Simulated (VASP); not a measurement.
# Sc (I4_1/amd) in VASP: a series of runs

Sc is run at these levels: PBE; tasks: single point.

Everything below comes from runs of VASP 6.6.1. Logs are shortened: lines on timing, memory, paths and dates and some standing lists are left out, and cuts for length are marked.

**1. The cell of the first run**

It takes space group I4_1/amd (No. 141, tetragonal). Conventional cell: a = 4.592 Å, b = 4.592 Å, c = 2.774 Å, α = 90.00°, β = 90.00°, γ = 90.00°. Sc (site symmetry -4m2) has 10 Sc at 2.40 to 3.10 Å within 3.2 Å.

**2. Single point, PBE**

File INCAR:

```
PREC = Accurate
ENCUT = 500
EDIFF = 1E-6
ISMEAR = -1
SIGMA = 0.05
LREAL = False
LASPH = True
NELM = 120
ALGO = Normal
ISIF = 2
LWAVE = False
LCHARG = False
GGA = PE
NBANDS = 18
GGA_COMPAT = False
```

File KPOINTS:

```
regular mesh
0
Gamma
  16 16 16
```

File POSCAR:

```
Sc
1.0
   -2.2961485814      2.2961485814      1.3871955656
    2.2961485814     -2.2961485814      1.3871955656
    2.2961485814      2.2961485814     -1.3871955656
Sc
2
Direct
   -0.3750000000     -0.1250000000     -0.2500000000
    0.3750000000      0.1250000000      0.2500000000
```

Potentials or basis: VASP PAW PBE potentials, release 64 (Sc_sv).

Started as:

```
cat potpaw_PBE.64/Sc_sv/POTCAR > POTCAR
mpirun -np 1 vasp_std > vasp.out
```

OUTCAR:

```text
PREC = Accurate
   ENCUT = 500
   EDIFF = 1E-6
   ISMEAR = -1
   LREAL = False
   LASPH = True
   NELM = 120
   ISIF = 2
   GGA = PE

 ion  position               nearest neighbor table
   1  0.625  0.875  0.750-   2 2.40   2 2.40   2 2.40   2 2.40   2 3.10   2 3.10   2 3.10   2 3.10

   2  0.375  0.125  0.250-   1 2.40   1 2.40   1 2.40   1 2.40   1 3.10   1 3.10   1 3.10   1 3.10

  LATTYP: Found a body centered tetragonal cell.
 ALAT       =     4.5922971628
 C/A-ratio  =     0.6041401575

  Lattice vectors:

 A1 = (  -2.2961485814,   2.2961485814,   1.3871955656)
 A2 = (   2.2961485814,  -2.2961485814,   1.3871955656)
 A3 = (   2.2961485814,   2.2961485814,  -1.3871955656)

Analysis of symmetry for initial positions (statically):
=====================================================================
 Subroutine PRICEL returns:
 Original cell was already a primitive cell.

 Routine SETGRP: Setting up the symmetry group for a
 body centered tetragonal supercell.

 Subroutine GETGRP returns: Found 16 space group operations
 (whereof  4 operations were pure point group operations)
 out of a pool of 16 trial point group operations.

The static configuration has the point symmetry C_2h.
 The point group associated with its full space group is D_4h.

Analysis of symmetry for dynamics (positions and initial velocities):
=====================================================================
 Subroutine PRICEL returns:
 Original cell was already a primitive cell.

 Routine SETGRP: Setting up the symmetry group for a
 body centered tetragonal supercell.

 Subroutine GETGRP returns: Found 16 space group operations
 (whereof  4 operations were pure point group operations)
 out of a pool of 16 trial point group operations.

The dynamic configuration has the point symmetry C_2h.
 The point group associated with its full space group is D_4h.

 Subroutine INISYM returns: Found 16 space group operations
 (whereof  4 operations are pure point group operations),
 and found     1 'primitive' translations

----------------------------------------------------------------------------------------

                                     Primitive cell

  volume of cell :      29.2548

  direct lattice vectors                    reciprocal lattice vectors
    -2.296148581  2.296148581  1.387195566     0.000000000  0.217755943  0.360439445
     2.296148581 -2.296148581  1.387195566     0.217755943  0.000000000  0.360439445
     2.296148581  2.296148581 -1.387195566     0.217755943  0.217755943  0.000000000

  length of vectors
     3.531134117  3.531134117  3.531134117     0.421110727  0.421110727  0.307953408

  position of ions in fractional coordinates (direct lattice)
     0.625000000  0.875000000  0.750000000
     0.375000000  0.125000000  0.250000000

  ion indices of the primitive-cell ions
   primitive index   ion index
                 1           1
                 2           2

----------------------------------------------------------------------------------------

 KPOINTS: regular mesh

Automatic generation of k-mesh.
 Grid dimensions read from file:
 generate k-points for:   16   16   16

 Generating k-lattice:

  Cartesian coordinates                     Fractional coordinates (reciprocal lattice)
     0.000000000  0.013609746  0.022527465     0.062500000  0.000000000  0.000000000
     0.013609746  0.000000000  0.022527465     0.000000000  0.062500000  0.000000000
     0.013609746  0.013609746  0.000000000     0.000000000  0.000000000  0.062500000

  Length of vectors
     0.026319420  0.026319420  0.019247088

  Shift w.r.t. Gamma in fractional coordinates (k-lattice)
     0.000000000  0.000000000  0.000000000

 Subroutine IBZKPT returns following result:
 ===========================================

 Found    349 irreducible k-points:

 Following reciprocal coordinates:
            Coordinates               Weight
  0.000000  0.000000  0.000000      1.000000
  0.062500  0.000000 -0.000000      8.000000
  0.125000  0.000000 -0.000000      8.000000
  0.187500  0.000000 -0.000000      8.000000
  0.250000  0.000000 -0.000000      8.000000
  0.312500  0.000000  0.000000      8.000000
[... 16 lines left out ...]
 -0.125000  0.062500  0.000000     16.000000
 -0.062500  0.062500  0.000000      4.000000
 [... further k-points ...]
   k-points           NKPTS =    349   k-points in BZ     NKDIM =    349   number of bands    NBANDS=     18
   number of dos      NEDOS =    301   number of ions     NIONS =      2
   total plane-waves  NPLWV =  21952
   dimension x,y,z NGX =    28 NGY =   28 NGZ =   28
   dimension x,y,z NGXF=    56 NGYF=   56 NGZF=   56
   ions per type =               2
   NGX,Y,Z   is equivalent  to a cutoff of  13.18, 13.18, 13.18 a.u.
   NGXF,Y,Z  is equivalent  to a cutoff of  26.36, 26.36, 26.36 a.u.
 SYSTEM =  unknown system
   PREC   = accura    normal or accurate (medium, high low for compatibility)
   ISTART =      0    job   : 0-new  1-cont  2-samecut
   ICHARG =      2    charge: 1-file 2-atom 10-const
   ISPIN  =      1    spin polarized calculation?
   LNONCOLLINEAR =      F non collinear calculations
   LSORBIT =      F    spin-orbit coupling
   LASPH  =      T    aspherical Exc in radial PAW
   ENCUT  =  500.0 eV  36.75 Ry    6.06 a.u.   6.44  6.44  6.44*2*pi/ulx,y,z
   NELM   =    120;   NELMIN=  2; NELMDL= -5     # of ELM steps
   EDIFF  = 0.1E-05   stopping-criterion for ELM
   LREAL  =      F    real-space projection
   EDIFFG = 0.1E-04   stopping-criterion for IOM
   NSW    =      0    number of steps for IOM
   IBRION =     -1    ionic relax: 0-MD 1-quasi-New 2-CG
   NFREE  =      0    steps in history (QN), initial steepest desc. (CG)
   ISIF   =      2    stress and relaxation
   ISYM   =      2    0-nonsym 1-usesym 2-fastsym
   POTIM  = 0.5000    time-step for ionic-motion
   TEBEG  =    0.0;   TEEND  =   0.0 temperature during run
   PSTRESS=    0.0 pullay stress
   NELECT =      22.0000    total number of electrons
   NUPDOWN=      -1.0000    fix difference up-down
   EMIN   =  10.00;   EMAX   =-10.00  energy-range for DOS
   EFERMI =   0.00;   METHOD = LEGACY
   ISMEAR =    -1;   SIGMA  =   0.05  broadening in eV -4-tet -1-fermi 0-gaus
   EFERMI_NEDOS =   21; number of points for ismear=-14 and -15
   IALGO  =     38    algorithm
   IMIX   =      4    mixing-type and parameters
     AMIX     =   0.40;   BMIX     =  1.00
     AMIX_MAG =   1.60;   BMIX_MAG =  1.00
  volume/ion in A,a.u.               =      14.63        98.71
  Fermi-wavevector in a.u.,A,eV,Ry     =   1.488732  2.813295 30.154902  2.216323
  Thomas-Fermi vector in A             =   2.601730
   LORBIT       =      0    0 simple, 1 ext, 2 COOP (PROOUT), +10 PAW based schemes
   GGA     = PE    functional components
   LHFCALC =     F    Hartree Fock is set to
   AEXX    =    0.0000 exact exchange contribution
   IVDW    =     0    specifies the selected vdW correction
   LEPSILON=     F    determine dielectric tensor
   LRPA    =     F    only Hartree local field effects (RPA)
 non-spin polarized calculation
  energy-cutoff  :      500.00
  volume of cell :       29.25
 maximum number of plane-waves:       777
 NGX is ok and might be reduce to    28
   NGX = 13   NGY = 13   NGZ = 13

 number of electron      21.9999994 magnetization

 Free energy of the ion-electron system (eV)
  ---------------------------------------------------
  ext. energy  EPLUGINS =         0.00000000
  ---------------------------------------------------
  free energy    TOTEN  =        -9.41299931 eV

  energy without entropy =       -9.39976390  energy(sigma->0) =       -9.40638160

 E-fermi :   7.2207     XC(G=0): -12.1831

 val. band max:        7.2198399837   @ k =  -0.4375  -0.4375   0.1875
 cond. band min:       7.2221393218   @ k =   0.1250   0.1250  -0.0000
 fundamental gap:      0.0022993381
 Fermi energy:         7.2207092099

 k-point     1 :       0.0000    0.0000    0.0000
  band No.  band energies     occupation
      1     -41.7840      2.00000
      2     -40.6334      2.00000
      3     -21.0968      2.00000
      4     -21.0968      2.00000
      5     -19.3029      2.00000
      6     -19.2553      2.00000
[... 10 lines left out ...]
     17      10.9233      0.00000
     18      14.3317      0.00000

 k-point     2 :       0.0625    0.0000   -0.0000
  band No.  band energies     occupation
      1     -41.7693      2.00000
      2     -40.6380      2.00000
      3     -21.0970      2.00000
      4     -21.0718      2.00000
      5     -19.3480      2.00000
      6     -19.2996      2.00000
[... 10 lines left out ...]
     17      11.5017      0.00000
     18      14.2796      0.00000

 k-point     3 :       0.1250    0.0000   -0.0000
  band No.  band energies     occupation
      1     -41.7268      2.00000
      2     -40.6515      2.00000
      3     -21.0975      2.00000
      4     -21.0019      2.00000
      5     -19.4827      2.00000
      6     -19.4160      2.00000
[... 10 lines left out ...]
     17      11.7592      0.00000
     18      14.1294      0.00000

 k-point     4 :       0.1875    0.0000   -0.0000
  band No.  band energies     occupation
      1     -41.6608      2.00000
      2     -40.6738      2.00000
      3     -21.0980      2.00000
      4     -20.9031      2.00000
      5     -19.6977      2.00000
      6     -19.5592      2.00000
[... 375 lines left out ...]
      4     -20.9157      2.00000
      5     -19.5644      2.00000
      6     -19.4044      2.00000
[... 10 lines left out ...]
     17      11.7767      0.00000
     18      13.9263      0.00000

 k-point    23 :      -0.1250    0.0625    0.0000
  band No.  band energies     occupation
      1     -41.7480      2.00000
      2     -40.6600      2.00000
      3     -21.0935      2.00000
      4     -21.0188      2.00000
      5     -19.4018      2.00000
      6     -19.2942      2.00000
[... 10 lines left out ...]
     17      11.5868      0.00000
     18      14.1486      0.00000

 k-point    24 :      -0.0625    0.0625    0.0000
  band No.  band energies     occupation
      1     -41.7732      2.00000
      2     -40.6446      2.00000
      3     -21.0829      2.00000
      4     -21.0820      2.00000
      5     -19.3299      2.00000
      6     -19.2521      2.00000
[... 10 lines left out ...]
     17      11.0372      0.00000
     18      14.2646      0.00000

 [... further k-points ...]

------------------------ aborting loop because EDIFF is reached ----------------------------------------

  FORCE on cell =-STRESS in cart. coord.  units (eV):
  Direction    XX          YY          ZZ          XY          YZ          ZX
  --------------------------------------------------------------------------------------
  -------------------------------------------------------------------------------------
  Total        9.5238966      9.5238966      9.4028497      0.0000000      0.0000000      0.0000000
  in kB      521.5880057    521.5880057    514.9587229      0.0000000      0.0000000      0.0000000
  external PRESSURE =     519.3782448 kB  Pullay stress =       0.0000000 kB

 VOLUME and BASIS-vectors are now :
 -----------------------------------------------------------------------------
  energy-cutoff  :      500.00
  volume of cell :       29.25
      direct lattice vectors                 reciprocal lattice vectors
    -2.296148581  2.296148581  1.387195566     0.000000000  0.217755943  0.360439445
     2.296148581 -2.296148581  1.387195566     0.217755943  0.000000000  0.360439445
     2.296148581  2.296148581 -1.387195566     0.217755943  0.217755943  0.000000000

 POSITION                                       TOTAL-FORCE (eV/Angst)
 -----------------------------------------------------------------------------------
      2.29615      1.14807      1.04040        -0.000000      0.000000     -0.000000
      0.00000      1.14807      0.34680         0.000000     -0.000000      0.000000
 -----------------------------------------------------------------------------------
    total drift:                                0.000000      0.000000     -0.000000

  FREE ENERGIE OF THE ION-ELECTRON SYSTEM (eV)
  ---------------------------------------------------
  free  energy   TOTEN  =        -9.4129993106 eV

  energy  without entropy=       -9.3997638993  energy(sigma->0) =       -9.40638160
```

It took 3.8 min on 1 thread of Oxide Virtual Turin-like, shared host; peak memory 0.23 GiB.

What came out:

- Free energy: -9.4130 eV
- Pressure: 51.9 GPa
- Band gap on the k mesh: zero (bands 11 and 12 overlap by 2.49 eV)

Stress tensor (GPa, compression positive):
```
52.16  0.00  0.00
 0.00 52.16  0.00
 0.00  0.00 51.50
```

Caveat: the cell stands under pressure.

**3. Single point, PBE**

File INCAR:

```
SYSTEM = Sc
PREC = Accurate
ENCUT = 500
EDIFF = 1E-6
ISMEAR = -1
SIGMA = 0.05
LREAL = .FALSE.
LASPH = .TRUE.
NELM = 120
ALGO = Normal
ISIF = 2
LWAVE = .FALSE.
LCHARG = .TRUE.
GGA = PE
LELF = .TRUE.
LVHAR = .TRUE.
NBANDS = 18
GGA_COMPAT = .FALSE.
```

File KPOINTS:

```
Automatic mesh
0
G
  16 16 16
  0 0 0
```

File POSCAR:

```
Sc
1.0
   -2.2958704596      2.2958704596      1.3871174528
    2.2958704596     -2.2958704596      1.3871174528
    2.2958704596      2.2958704596     -1.3871174528
Sc
2
Direct
   -0.3750000000     -0.1250000000     -0.2500000000
    0.3750000000      0.1250000000      0.2500000000
```

Potentials or basis: VASP PAW PBE potentials, release 64 (Sc_sv).

Started as:

```
cat potpaw_PBE.64/Sc_sv/POTCAR > POTCAR
mpirun -np 1 vasp_std > vasp.out
```

Wall time 3.2 min (1 thread of Oxide Virtual Turin-like, shared host); peak memory 0.24 GiB.

Results (log left out):

| Item | Value |
| --- | --- |
| Free energy | -9.4102 eV |
| Pressure | 52.0 GPa |
| Band gap on the k mesh | zero (bands 11 and 12 overlap by 2.49 eV) |

Stress tensor (GPa, compression positive):
```
52.21  0.00  0.00
 0.00 52.21  0.00
 0.00  0.00 51.55
```

Levels at points of the mesh, in eV from the Fermi level:
| k point | band 8 | band 9 | band 10 | band 11 | band 12 | band 13 | band 14 | band 15 |
| --- | --- | --- | --- | --- | --- | --- | --- | --- |
| (0.00, 0.00, 0.00) | -26.17 | -5.22 | -3.53 | -0.38 | 0.27 | 1.49 | 3.53 | 3.53 |
| (0.50, 0.00, 0.00) | -26.12 | -2.42 | -2.20 | -0.68 | 0.75 | 2.36 | 2.56 | 3.19 |
| (0.50, 0.50, 0.00) | -26.29 | -2.33 | -2.33 | 0.14 | 0.14 | 1.73 | 1.73 | 3.72 |
| (0.50, 0.50, 0.50) | -25.87 | -1.50 | -1.50 | 1.44 | 1.44 | 1.88 | 1.88 | 3.82 |

Caveat: the cell stands under pressure.
